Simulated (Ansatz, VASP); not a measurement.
## TaH5 in VASP and in Ansatz

File INCAR:

```
SYSTEM = TaH5
  PREC = Accurate
  ENCUT = 600
  EDIFF = 1E-6
  ISMEAR = 0
  SIGMA = 0.1
  LREAL = .False.
  LASPH = .True.
  NELM = 80
  ALGO = Normal
  ISIF = 3
  LWAVE = .False.
  LCHARG = .False.
  GGA = PE
  IBRION = 2
  NSW = 100
  EDIFFG = -0.01
```

The input KPOINTS:

```
regular mesh
0
Gamma
  8 8 16
  0 0 0
```

POSCAR

```
TaH5
1.0
    4.8951329674      0.0000000000      0.0000000000
    0.0000000000      4.8951329674      0.0000000000
    0.0000000000      0.0000000000      2.4816061598
Ta H
1 5
Direct
    0.5000000000      0.5000000000      0.0000000000
    0.0888461756      0.5000000000      0.0000000000
    0.9111538244      0.5000000000      0.0000000000
    0.5000000000      0.0888461756      0.0000000000
    0.5000000000      0.9111538244      0.0000000000
    0.0000000000      0.0000000000      0.5000000000
```

Input for Ansatz:

```yaml
crystal:
  lattice:
    - [4.8951329674, 0.0, 0.0]
    - [0.0, 4.8951329674, 0.0]
    - [0.0, 0.0, 2.4816061598]
  atoms:
    - { symbol: Ta, position: [0.5, 0.5, 0.0] }
    - { symbol: H, position: [0.0888461756, 0.5, 0.0] }
    - { symbol: H, position: [0.9111538244, 0.5, 0.0] }
    - { symbol: H, position: [0.5, 0.0888461756, 0.0] }
    - { symbol: H, position: [0.5, 0.9111538244, 0.0] }
    - { symbol: H, position: [0.0, 0.0, 0.5] }
basis:
  ecutwfc: 420
kpoints:
  mp_grid: { grid: [8, 8, 16] }
hamiltonian:
  xc: pbe
scf:
  occupations: { method: gaussian, width: 0.1 }
output:
  forces: true
  stress: true
  eigenvalues: true
relax:
  adjacent_minimum: "off"
  f_tol: 0.01
  max_steps: 80
  cell: { stress_tol: 0.05 }
```

Alike in both runs: task relaxation of cell and atoms; functional PBE; k mesh 8 × 8 × 16; occupations gaussian, width 0.1 eV; no spin polarisation.

```csv
,VASP,Ansatz
version,VASP 6.6.1,Ansatz 0.2.0
potentials or method,"VASP PAW PBE potentials, release 64 (Ta_pv, H), cutoff 600 eV","scalar-relativistic, plane waves, PAW"
valence electrons in the cell,16,18
```

```csv
,VASP,Ansatz,Ansatz less VASP
"gap on the k mesh at the Fermi level, each at its own relaxed structure (eV)",none,none,-
relaxed volume (Å³/atom),9.81,9.82,+0.003
relaxed length of the cell vector where the two differ most in proportion (Å),2.488,2.487,-0.0008
```

A gap of «none» marks a metal or a gap that the smearing closes. VASP's potentials hold 16 valence electrons a cell and Ansatz's 18, so a difference there can come from the potentials and not from the codes.

Spin-orbit coupling is off throughout.
